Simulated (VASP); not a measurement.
# KBr (P6_3/mmc) in VASP: notebook, part 2 of 3

VASP 6.6.1. The steps go on from the part before.

**3. Single point, PBE (epitaxial xy strain +0.5%)**

Input file INCAR:

```
ALGO     = Normal         # electronic algorithm
EDIFF    = 1E-6           # SCF threshold, eV
ENCUT    = 520            # plane-wave cutoff, eV
GGA      = PE             # functional
ISIF     = 2              # what is computed and relaxed
ISMEAR   = -1             # smearing method
LASPH    = T              # aspherical terms in the spheres
LCHARG   = T              # write CHGCAR
LELF     = T              # ELF
LREAL    = F              # projectors in reciprocal space
LVHAR    = T            
LWAVE    = F              # write WAVECAR
NBANDS   = 24             # bands
NELM     = 60             # most SCF steps
PREC     = Accurate       # precision mode
SIGMA    = 0.02           # smearing width, eV
```

Input file KPOINTS:

```
k-points
0
Gamma
  6 6 4
```

Input file POSCAR:

```
KBr
1.0
    5.6466742617      0.0000000000      0.0000000000
   -2.8233371308      4.8901633575      0.0000000000
    0.0000000000      0.0000000000      6.5494015615
K Br
2 2
Direct
    0.3333333333      0.6666666667     -0.0625000000
    0.6666666667      0.3333333333      0.4375000000
    0.3333333333      0.6666666667      0.4375000000
    0.6666666667      0.3333333333      0.9375000000
```

Potentials or basis: VASP PAW PBE potentials, release 64 (K_sv, Br).

Run with:

```bash
> cat potpaw_PBE.64/K_sv/POTCAR potpaw_PBE.64/Br/POTCAR > POTCAR
> mpirun -np 1 vasp_std > vasp.out
```

It took 2.5 min on 1 thread of Oxide Virtual Turin-like, shared host; peak memory 0.29 GiB.

Results (log left out):

| Quantity | Value |
| --- | --- |
| Free energy | -12.2777 eV |
| Pressure | 0.3 GPa |
| Band gap on the k mesh | 4.17 eV, direct |

Stress tensor (GPa, compression positive):
```
0.22 0.00 0.00
0.00 0.22 0.00
0.00 0.00 0.50
```

Levels at points of the mesh, in eV from the valence-band top:
| k point | band 14 | band 15 | band 16 | band 17 | band 18 | band 19 |
| --- | --- | --- | --- | --- | --- | --- |
| (0.00, 0.00, 0.00) | -0.28 | -0.28 | 0.00 | 4.17 | 7.04 | 7.42 |
| (0.50, 0.00, 0.00) | -0.45 | -0.25 | -0.14 | 6.00 | 6.39 | 6.70 |
| (0.00, 0.00, 0.50) | -0.39 | -0.39 | -0.39 | 5.44 | 5.44 | 8.37 |
| (0.50, 0.00, 0.50) | -0.35 | -0.27 | -0.27 | 6.26 | 6.26 | 7.82 |

Caveat: the cell differs from its parent crystal (epitaxial xy strain +0.5%). A k mesh can miss the band edges.

**4. Single point, PBE (strain +1.5%)**

Input file INCAR:

```
SYSTEM = KBr
PREC     = Accurate       ! precision mode
ENCUT    = 520            ! plane-wave cutoff, eV
EDIFF    = 1E-6           ! SCF threshold, eV
ISMEAR   = -1             ! smearing method
SIGMA    = 0.02           ! smearing width, eV
LREAL    = .FALSE.        ! projectors in reciprocal space
LASPH    = .TRUE.         ! aspherical terms in the spheres
NELM     = 100            ! most SCF steps
ALGO     = Normal         ! electronic algorithm
ISIF     = 2              ! what is computed and relaxed
LWAVE    = .FALSE.        ! write WAVECAR
LCHARG   = .TRUE.         ! write CHGCAR
GGA      = PE             ! functional
LELF     = .TRUE.         ! ELF
LVHAR    = .TRUE.       
NBANDS   = 24             ! bands
```

Input file KPOINTS:

```
Automatic mesh
0
G
  6 6 4
  0 0 0
```

Input file POSCAR:

```
KBr
1.0
    5.7028600752      0.0000000000      0.0000000000
   -2.8514300376      4.9388216994      0.0000000000
    0.0000000000      0.0000000000      6.6521374984
K Br
2 2
Direct
    0.3333333333      0.6666666667     -0.0625000000
    0.6666666667      0.3333333333      0.4375000000
    0.3333333333      0.6666666667      0.4375000000
    0.6666666667      0.3333333333      0.9375000000
```

Potentials or basis: VASP PAW PBE potentials, release 64 (K_sv, Br).

Run with:

```bash
> cat potpaw_PBE.64/K_sv/POTCAR potpaw_PBE.64/Br/POTCAR > POTCAR
> mpirun -np 1 vasp_std > vasp.out
```

OUTCAR:

```text
SYSTEM = KBr
   PREC = Accurate
   ENCUT = 520
   EDIFF = 1E-6
   ISMEAR = -1
   LREAL = .FALSE.
   LASPH = .TRUE.
   NELM = 100
   ISIF = 2
   GGA = PE

 ion  position               nearest neighbor table
   1  0.333  0.667  0.938-   4 3.29   4 3.29   4 3.29
   2  0.667  0.333  0.438-   3 3.29   3 3.29   3 3.29
   3  0.333  0.667  0.438-   2 3.29   2 3.29   2 3.29
   4  0.667  0.333  0.938-   1 3.29   1 3.29   1 3.29

  LATTYP: Found a hexagonal cell.
 ALAT       =     5.7028600752
 C/A-ratio  =     1.1664563764
[... 759 lines left out ...]
  Direction    XX          YY          ZZ          XY          YZ          ZX
  --------------------------------------------------------------------------------------
  -------------------------------------------------------------------------------------
  Total       -0.1211189     -0.1211189     -0.0695644      0.0000000      0.0000000      0.0000000
  in kB       -1.0357267     -1.0357267     -0.5948675      0.0000000      0.0000000      0.0000000
  external PRESSURE =      -0.8887736 kB  Pullay stress =       0.0000000 kB

 VOLUME and BASIS-vectors are now :
 -----------------------------------------------------------------------------
  energy-cutoff  :      520.00
  volume of cell :      187.36
      direct lattice vectors                 reciprocal lattice vectors
     5.702860075  0.000000000  0.000000000     0.175350611  0.101238723  0.000000000
    -2.851430038  4.938821699  0.000000000     0.000000000  0.202477445  0.000000000
     0.000000000  0.000000000  6.652137498     0.000000000  0.000000000  0.150327620

 POSITION                                       TOTAL-FORCE (eV/Angst)
 -----------------------------------------------------------------------------------
     -0.00000      3.29255      6.23638        -0.000000     -0.000000     -0.000000
      2.85143      1.64627      2.91031         0.000000     -0.000000      0.000000
     -0.00000      3.29255      2.91031         0.000000     -0.000000      0.000000
      2.85143      1.64627      6.23638        -0.000000      0.000000      0.000000
 -----------------------------------------------------------------------------------
    total drift:                               -0.000000      0.000000      0.000010

  FREE ENERGIE OF THE ION-ELECTRON SYSTEM (eV)
  ---------------------------------------------------
  free  energy   TOTEN  =       -12.2832126444 eV

  energy  without entropy=      -12.2832126443  energy(sigma->0) =      -12.28321264
```

OSZICAR:

```text
N       E                     dE             d eps       ncg     rms          rms(c)
DAV:   1     0.235473113929E+03    0.23547E+03   -0.13339E+04  1008   0.111E+03
DAV:   2     0.103326361072E+02   -0.22514E+03   -0.21314E+03  1216   0.285E+02
DAV:   3    -0.122579911250E+02   -0.22591E+02   -0.22499E+02  1664   0.772E+01
DAV:   4    -0.128176519129E+02   -0.55966E+00   -0.55872E+00  1464   0.130E+01
DAV:   5    -0.128438598202E+02   -0.26208E-01   -0.26207E-01  1520   0.182E+00    0.415E+00
DAV:   6    -0.123104414039E+02    0.53342E+00   -0.76427E-01  1264   0.313E+00    0.291E+00
DAV:   7    -0.122417968261E+02    0.68645E-01   -0.42017E-01  1280   0.250E+00    0.148E+00
DAV:   8    -0.122757000513E+02   -0.33903E-01   -0.63653E-02  1304   0.131E+00    0.352E-01
DAV:   9    -0.122770596537E+02   -0.13596E-02   -0.19255E-03  1336   0.207E-01    0.212E-01
DAV:  10    -0.122830707212E+02   -0.60111E-02   -0.54233E-03  1032   0.321E-01    0.844E-02
DAV:  11    -0.122831356239E+02   -0.64903E-04   -0.12786E-04  1624   0.562E-02    0.323E-02
DAV:  12    -0.122832141181E+02   -0.78494E-04   -0.13488E-04  1088   0.653E-02    0.245E-02
DAV:  13    -0.122832118712E+02    0.22469E-05   -0.15060E-05  1344   0.214E-02    0.443E-03
DAV:  14    -0.122832126444E+02   -0.77316E-06   -0.14212E-06  1088   0.582E-03
   1 F= -.12283213E+02 E0= -.12283213E+02  d E =-.317306E-10
```

Run time: 2.3 min. Hardware: 1 thread of Oxide Virtual Turin-like, shared host; peak memory 0.28 GiB.

What came out:

```
Free energy            : -12.2832 eV
Pressure               : -0.1 GPa
Band gap on the k mesh : 4.12 eV, direct
```

Caveat: the cell differs from its parent crystal (strain +1.5%). A k mesh can miss the band edges.

(Part 2 of 3 ends here.)
